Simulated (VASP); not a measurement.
# MgO (Fm-3m) in VASP: settings compared

The runs below take MgO through single point, with PBE, r2SCAN.

Everything below comes from runs of VASP 6.6.1. Logs are shortened: lines on timing, memory, paths and dates and some standing lists are left out, and cuts for length are marked.

## (1) The cell of the first run

It takes space group Fm-3m (No. 225, cubic). Conventional cell: a = 4.204 Å, b = 4.204 Å, c = 4.204 Å, α = 90.00°, β = 90.00°, γ = 90.00°. Within 2.8 Å of Mg (site symmetry m-3m) lie 6 O at 2.10 Å. Within 2.8 Å of O (site symmetry m-3m) lie 6 Mg at 2.10 Å.

## (2) Single point, PBE

INCAR reads:

```
PREC = Accurate
ENCUT = 520
EDIFF = 1E-7
ISMEAR = 0
SIGMA = 0.01
LREAL = F
LASPH = T
NELM = 80
ALGO = Normal
ISIF = 2
LWAVE = F
LCHARG = F
GGA = PE
NBANDS = 11
```

KPOINTS reads:

```
regular mesh
0
Gamma
  8 8 8
```

POSCAR reads:

```
MgO
1.0
    0.0000000000      2.1021677879      2.1021677879
    2.1021677879      0.0000000000      2.1021677879
    2.1021677879      2.1021677879      0.0000000000
Mg O
1 1
Direct
    0.0000000000      0.0000000000      0.0000000000
    0.5000000000      0.5000000000      0.5000000000
```

Potentials or basis: VASP PAW PBE potentials, release 64 (Mg, O).

Run with:

```bash
> cat potpaw_PBE.64/Mg/POTCAR potpaw_PBE.64/O/POTCAR > POTCAR
> mpirun -np 1 vasp_std > vasp.out
```

OUTCAR:

```text
PREC = Accurate
   ENCUT = 520
   EDIFF = 1E-7
   ISMEAR = 0
   LREAL = F
   LASPH = T
   NELM = 80
   ISIF = 2
   GGA = PE

 ion  position               nearest neighbor table
   1  0.000  0.000  0.000-   2 2.10   2 2.10   2 2.10   2 2.10   2 2.10   2 2.10
   2  0.500  0.500  0.500-   1 2.10   1 2.10   1 2.10   1 2.10   1 2.10   1 2.10

  LATTYP: Found a face centered cubic cell.
 ALAT       =     4.2043355758

  Lattice vectors:

 A1 = (   0.0000000000,   2.1021677879,   2.1021677879)
 A2 = (   2.1021677879,   0.0000000000,   2.1021677879)
 A3 = (   2.1021677879,   2.1021677879,   0.0000000000)

Analysis of symmetry for initial positions (statically):
=====================================================================
 Subroutine PRICEL returns:
 Original cell was already a primitive cell.

 Routine SETGRP: Setting up the symmetry group for a
 face centered cubic supercell.

 Subroutine GETGRP returns: Found 48 space group operations
 (whereof 48 operations were pure point group operations)
 out of a pool of 48 trial point group operations.

The static configuration has the point symmetry O_h .

Analysis of symmetry for dynamics (positions and initial velocities):
=====================================================================
 Subroutine PRICEL returns:
 Original cell was already a primitive cell.

 Routine SETGRP: Setting up the symmetry group for a
 face centered cubic supercell.

 Subroutine GETGRP returns: Found 48 space group operations
 (whereof 48 operations were pure point group operations)
 out of a pool of 48 trial point group operations.

The dynamic configuration has the point symmetry O_h .

 Subroutine INISYM returns: Found 48 space group operations
 (whereof 48 operations are pure point group operations),
 and found     1 'primitive' translations

----------------------------------------------------------------------------------------

                                     Primitive cell

  volume of cell :      18.5794

  direct lattice vectors                    reciprocal lattice vectors
     0.000000000  2.102167788  2.102167788    -0.237849711  0.237849711  0.237849711
     2.102167788  0.000000000  2.102167788     0.237849711 -0.237849711  0.237849711
     2.102167788  2.102167788  0.000000000     0.237849711  0.237849711 -0.237849711

  length of vectors
     2.972914196  2.972914196  2.972914196     0.411967783  0.411967783  0.411967783

  position of ions in fractional coordinates (direct lattice)
     0.000000000  0.000000000  0.000000000
     0.500000000  0.500000000  0.500000000

  ion indices of the primitive-cell ions
   primitive index   ion index
                 1           1
                 2           2

----------------------------------------------------------------------------------------

 KPOINTS: regular mesh

Automatic generation of k-mesh.
 Grid dimensions read from file:
 generate k-points for:    8    8    8

 Generating k-lattice:

  Cartesian coordinates                     Fractional coordinates (reciprocal lattice)
    -0.029731214  0.029731214  0.029731214     0.125000000  0.000000000  0.000000000
     0.029731214 -0.029731214  0.029731214     0.000000000  0.125000000  0.000000000
     0.029731214  0.029731214 -0.029731214     0.000000000  0.000000000  0.125000000

  Length of vectors
     0.051495973  0.051495973  0.051495973

  Shift w.r.t. Gamma in fractional coordinates (k-lattice)
     0.000000000  0.000000000  0.000000000

 Subroutine IBZKPT returns following result:
 ===========================================

 Found     29 irreducible k-points:

 Following reciprocal coordinates:
            Coordinates               Weight
  0.000000  0.000000  0.000000      1.000000
  0.125000  0.000000  0.000000      8.000000
  0.250000  0.000000  0.000000      8.000000
  0.375000  0.000000  0.000000      8.000000
  0.500000  0.000000  0.000000      4.000000
  0.125000  0.125000  0.000000      6.000000
[... 16 lines left out ...]
  0.500000  0.250000  0.125000     48.000000
 -0.375000  0.250000  0.125000     24.000000
 [... further k-points ...]
   k-points           NKPTS =     29   k-points in BZ     NKDIM =     29   number of bands    NBANDS=     11
   number of dos      NEDOS =    301   number of ions     NIONS =      2
   total plane-waves  NPLWV =  13824
   dimension x,y,z NGX =    24 NGY =   24 NGZ =   24
   dimension x,y,z NGXF=    48 NGYF=   48 NGZF=   48
   ions per type =               1   1
   NGX,Y,Z   is equivalent  to a cutoff of  13.42, 13.42, 13.42 a.u.
   NGXF,Y,Z  is equivalent  to a cutoff of  26.84, 26.84, 26.84 a.u.
 SYSTEM =  unknown system
   PREC   = accura    normal or accurate (medium, high low for compatibility)
   ISTART =      0    job   : 0-new  1-cont  2-samecut
   ICHARG =      2    charge: 1-file 2-atom 10-const
   ISPIN  =      1    spin polarized calculation?
   LNONCOLLINEAR =      F non collinear calculations
   LSORBIT =      F    spin-orbit coupling
   LASPH  =      T    aspherical Exc in radial PAW
   ENCUT  =  520.0 eV  38.22 Ry    6.18 a.u.   5.53  5.53  5.53*2*pi/ulx,y,z
   NELM   =     80;   NELMIN=  2; NELMDL= -5     # of ELM steps
   EDIFF  = 0.1E-06   stopping-criterion for ELM
   LREAL  =      F    real-space projection
   EDIFFG = 0.1E-05   stopping-criterion for IOM
   NSW    =      0    number of steps for IOM
   IBRION =     -1    ionic relax: 0-MD 1-quasi-New 2-CG
   NFREE  =      0    steps in history (QN), initial steepest desc. (CG)
   ISIF   =      2    stress and relaxation
   ISYM   =      2    0-nonsym 1-usesym 2-fastsym
   POTIM  = 0.5000    time-step for ionic-motion
   TEBEG  =    0.0;   TEEND  =   0.0 temperature during run
   PSTRESS=    0.0 pullay stress
   NELECT =       8.0000    total number of electrons
   NUPDOWN=      -1.0000    fix difference up-down
   EMIN   =  10.00;   EMAX   =-10.00  energy-range for DOS
   EFERMI =   0.00;   METHOD = LEGACY
   ISMEAR =     0;   SIGMA  =   0.01  broadening in eV -4-tet -1-fermi 0-gaus
   EFERMI_NEDOS =   21; number of points for ismear=-14 and -15
   IALGO  =     38    algorithm
   IMIX   =      4    mixing-type and parameters
     AMIX     =   0.40;   BMIX     =  1.00
     AMIX_MAG =   1.60;   BMIX_MAG =  1.00
  volume/ion in A,a.u.               =       9.29        62.69
  Fermi-wavevector in a.u.,A,eV,Ry     =   1.236215  2.336108 20.792808  1.528228
  Thomas-Fermi vector in A             =   2.370833
   LORBIT       =      0    0 simple, 1 ext, 2 COOP (PROOUT), +10 PAW based schemes
   GGA     = PE    functional components
   LHFCALC =     F    Hartree Fock is set to
   AEXX    =    0.0000 exact exchange contribution
   IVDW    =     0    specifies the selected vdW correction
   LEPSILON=     F    determine dielectric tensor
   LRPA    =     F    only Hartree local field effects (RPA)
 non-spin polarized calculation
 Gauss-broadening in eV      SIGMA  =   0.01
  energy-cutoff  :      520.00
  volume of cell :       18.58
 maximum number of plane-waves:       531
 NGX is ok and might be reduce to    24
   NGX = 11   NGY = 11   NGZ = 11

 number of electron       8.0000004 magnetization

 Free energy of the ion-electron system (eV)
  ---------------------------------------------------
  ext. energy  EPLUGINS =         0.00000000
  ---------------------------------------------------
  free energy    TOTEN  =       -11.90255456 eV

  energy without entropy =      -11.90255456  energy(sigma->0) =      -11.90255456

 E-fermi :   3.2886     XC(G=0): -11.1048

 val. band max:        3.2283815871   @ k =   0.0000   0.0000   0.0000
 cond. band min:       8.0086628263   @ k =   0.0000   0.0000   0.0000
 fundamental gap:      4.7802812393
 Fermi energy:         3.2886337145

 k-point     1 :       0.0000    0.0000    0.0000
  band No.  band energies     occupation
      1     -14.0635      2.00000
      2       3.2284      2.00000
      3       3.2284      2.00000
      4       3.2284      2.00000
      5       8.0087      0.00000
      6      19.0594      0.00000
      7      19.0594      0.00000
      8      19.0594      0.00000
      9      22.9907      0.00000
     10      24.7714      0.00000
     11      24.7714      0.00000

 k-point     2 :       0.1250    0.0000    0.0000
  band No.  band energies     occupation
      1     -13.8984      2.00000
      2       2.2722      2.00000
      3       3.1243      2.00000
      4       3.1243      2.00000
      5       8.9224      0.00000
      6      17.3787      0.00000
      7      19.4216      0.00000
      8      19.4216      0.00000
      9      23.8132      0.00000
     10      23.8132      0.00000
     11      25.1708      0.00000

 k-point     3 :       0.2500    0.0000    0.0000
  band No.  band energies     occupation
      1     -13.4700      2.00000
      2       0.5593      2.00000
      3       2.8845      2.00000
      4       2.8845      2.00000
      5      10.3672      0.00000
      6      15.8394      0.00000
      7      19.9271      0.00000
      8      19.9271      0.00000
      9      23.4230      0.00000
     10      23.4230      0.00000
     11      25.3119      0.00000

 k-point     4 :       0.3750    0.0000    0.0000
  band No.  band energies     occupation
      1     -12.9865      2.00000
      2      -0.8581      2.00000
      3       2.6590      2.00000
      4       2.6590      2.00000
      5      11.0703      0.00000
      6      15.6608      0.00000
      7      19.7627      0.00000
      8      19.7627      0.00000
      9      24.5178      0.00000
     10      24.7408      0.00000
     11      24.7408      0.00000
[... 239 lines left out ...]
 k-point    22 :       0.3750    0.2500    0.1250
  band No.  band energies     occupation
      1     -13.1631      2.00000
      2       0.2001      2.00000
      3       2.0695      2.00000
      4       2.6087      2.00000
      5      11.7770      0.00000
      6      14.7394      0.00000
      7      18.3714      0.00000
      8      20.8399      0.00000
      9      21.3927      0.00000
     10      25.7345      0.00000
     11      29.1504      0.00000

 k-point    23 :       0.5000    0.2500    0.1250
  band No.  band energies     occupation
      1     -12.7825      2.00000
      2      -0.4961      2.00000
      3       1.4908      2.00000
      4       2.3548      2.00000
      5      12.7707      0.00000
      6      14.9218      0.00000
      7      17.2104      0.00000
      8      20.4405      0.00000
      9      22.9747      0.00000
     10      25.7088      0.00000
     11      29.3430      0.00000

 k-point    24 :      -0.3750    0.2500    0.1250
  band No.  band energies     occupation
      1     -12.6132      2.00000
      2      -0.7926      2.00000
      3       1.2822      2.00000
      4       2.2348      2.00000
      5      12.9400      0.00000
      6      15.4813      0.00000
      7      16.7782      0.00000
      8      20.1945      0.00000
      9      23.8201      0.00000
     10      25.3818      0.00000
     11      29.4786      0.00000

 [... further k-points ...]

------------------------ aborting loop because EDIFF is reached ----------------------------------------

  FORCE on cell =-STRESS in cart. coord.  units (eV):
  Direction    XX          YY          ZZ          XY          YZ          ZX
  --------------------------------------------------------------------------------------
  -------------------------------------------------------------------------------------
  Total        0.5683880      0.5683880      0.5683880      0.0000000      0.0000000      0.0000000
  in kB       49.0143600     49.0143600     49.0143600      0.0000000      0.0000000      0.0000000
  external PRESSURE =      49.0143600 kB  Pullay stress =       0.0000000 kB

 VOLUME and BASIS-vectors are now :
 -----------------------------------------------------------------------------
  energy-cutoff  :      520.00
  volume of cell :       18.58
      direct lattice vectors                 reciprocal lattice vectors
     0.000000000  2.102167788  2.102167788    -0.237849711  0.237849711  0.237849711
     2.102167788  0.000000000  2.102167788     0.237849711 -0.237849711  0.237849711
     2.102167788  2.102167788  0.000000000     0.237849711  0.237849711 -0.237849711

 POSITION                                       TOTAL-FORCE (eV/Angst)
 -----------------------------------------------------------------------------------
      0.00000      0.00000      0.00000         0.000000      0.000000     -0.000000
      2.10217      2.10217      2.10217        -0.000000     -0.000000      0.000000
 -----------------------------------------------------------------------------------
    total drift:                               -0.000000     -0.000000      0.000000

  FREE ENERGIE OF THE ION-ELECTRON SYSTEM (eV)
  ---------------------------------------------------
  free  energy   TOTEN  =       -11.9025545640 eV

  energy  without entropy=      -11.9025545640  energy(sigma->0) =      -11.90255456
```

Wall time 9.4 s (1 thread of Intel Xeon 8259CL, shared host); peak memory 0.14 GiB.

Results:

```
Free energy            : -11.9026 eV
Pressure               : 4.9 GPa
Band gap on the k mesh : 4.78 eV
```

Caveat: the cell stands under pressure.

## (3) Single point, PBE

INCAR reads:

```
SYSTEM = MgO
ALGO = Normal ; EDIFF = 1E-7
ENCUT = 520 ; GGA = PE
ISIF = 2 ; ISMEAR = 0
LASPH = .TRUE. ; LCHARG = .FALSE.
LREAL = .FALSE. ; LWAVE = .FALSE.
NBANDS = 11 ; NELM = 80
PREC = Accurate ; SIGMA = 0.01
```

KPOINTS reads:

```
k-points
0
G
  8 8 8
  0 0 0
```

POSCAR is that of step 2.

Potentials or basis: VASP PAW PBE potentials, release 64 (Mg, O).

Run with:

```bash
> cat potpaw_PBE.64/Mg/POTCAR potpaw_PBE.64/O/POTCAR > POTCAR
> mpirun -np 1 vasp_std > vasp.out
```

OUTCAR:

```text
SYSTEM = MgO
   EDIFF = 1E-7
   ENCUT = 520
   GGA = PE
   ISIF = 2
   ISMEAR = 0
   LASPH = .TRUE.
   LREAL = .FALSE.
   NELM = 80
   PREC = Accurate

 ion  position               nearest neighbor table
   1  0.000  0.000  0.000-   2 2.10   2 2.10   2 2.10   2 2.10   2 2.10   2 2.10
   2  0.500  0.500  0.500-   1 2.10   1 2.10   1 2.10   1 2.10   1 2.10   1 2.10

  LATTYP: Found a face centered cubic cell.
 ALAT       =     4.2043355758

  Lattice vectors:

[... 525 lines left out ...]

  FORCE on cell =-STRESS in cart. coord.  units (eV):
  Direction    XX          YY          ZZ          XY          YZ          ZX
  --------------------------------------------------------------------------------------
  -------------------------------------------------------------------------------------
  Total        0.5683880      0.5683880      0.5683880      0.0000000      0.0000000      0.0000000
  in kB       49.0143600     49.0143600     49.0143600      0.0000000      0.0000000      0.0000000
  external PRESSURE =      49.0143600 kB  Pullay stress =       0.0000000 kB

 VOLUME and BASIS-vectors are now :
 -----------------------------------------------------------------------------
  energy-cutoff  :      520.00
  volume of cell :       18.58
      direct lattice vectors                 reciprocal lattice vectors
     0.000000000  2.102167788  2.102167788    -0.237849711  0.237849711  0.237849711
     2.102167788  0.000000000  2.102167788     0.237849711 -0.237849711  0.237849711
     2.102167788  2.102167788  0.000000000     0.237849711  0.237849711 -0.237849711

 POSITION                                       TOTAL-FORCE (eV/Angst)
 -----------------------------------------------------------------------------------
      0.00000      0.00000      0.00000         0.000000      0.000000     -0.000000
      2.10217      2.10217      2.10217        -0.000000     -0.000000      0.000000
 -----------------------------------------------------------------------------------
    total drift:                               -0.000000     -0.000000      0.000000

  FREE ENERGIE OF THE ION-ELECTRON SYSTEM (eV)
  ---------------------------------------------------
  free  energy   TOTEN  =       -11.9025545640 eV

  energy  without entropy=      -11.9025545640  energy(sigma->0) =      -11.90255456
```

Run time: 9 s. Hardware: 1 thread of Intel Xeon 8259CL, shared host; peak memory 0.14 GiB.

What came out:

| Property | Result |
| --- | --- |
| Free energy | -11.9026 eV |
| Pressure | 4.9 GPa |
| Band gap on the k mesh | 4.78 eV |

Levels at points of the mesh, in eV from the valence-band top:
| k point | band 1 | band 2 | band 3 | band 4 | band 5 | band 6 | band 7 | band 8 | band 9 |
| --- | --- | --- | --- | --- | --- | --- | --- | --- | --- |
| (0.00, 0.00, 0.00) | -17.29 | 0.00 | 0.00 | 0.00 | 4.78 | 15.83 | 15.83 | 15.83 | 19.76 |
| (0.50, 0.00, 0.00) | -15.99 | -4.64 | -0.66 | -0.66 | 7.93 | 12.67 | 16.37 | 16.37 | 20.97 |
| (0.50, 0.50, 0.00) | -15.73 | -4.11 | -1.36 | -1.36 | 9.13 | 10.03 | 13.16 | 19.06 | 19.06 |

Caveat: the cell stands under pressure.

(Part 1 of 2 ends here.)
